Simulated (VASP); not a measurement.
Runs of VASP 6.6.1 on AgO. The structure is that of space group I-4m2 (No. 119), or close to it. The cells are those of the table. 

```tsv
cell	gap on the mesh (eV)	pressure (GPa)
a = 3.371, b = 3.371, c = 3.237 Å, angles 61.3, 61.3, 57.4°, 2 atoms	none	24.1
a = 3.566, b = 3.566, c = 3.631 Å, angles 59.4, 59.4, 61.2°, 2 atoms	none	-6.8
a = 3.702, b = 3.702, c = 3.893 Å, angles 58.3, 58.3, 63.5°, 2 atoms	none	(a)
a = 3.248, b = 3.248, c = 2.975 Å, angles 62.7, 62.7, 54.5°, 2 atoms	none	73.4
```

Alike in all rows: task single point; level PBEsol; potentials or basis VASP PAW PBE potentials, release 64 (Ag, O); no spin polarisation; k mesh 20 × 20 × 20; cutoff (eV) 520; smearing gaussian 0.15 eV.

Problem. Estimate the missing entries.

Solution. (a) -13.7.

Caveats: the PAW data sets were made with another functional, which shifts forces and pressure a little; an odd number of electrons without spin polarisation forces a metal; a magnetic or distorted state may lie lower.

A k mesh can miss the band edges, and the runs leave out spin-orbit coupling on Ag.

A gap of «none» marks levels without a gap at the run's occupations.
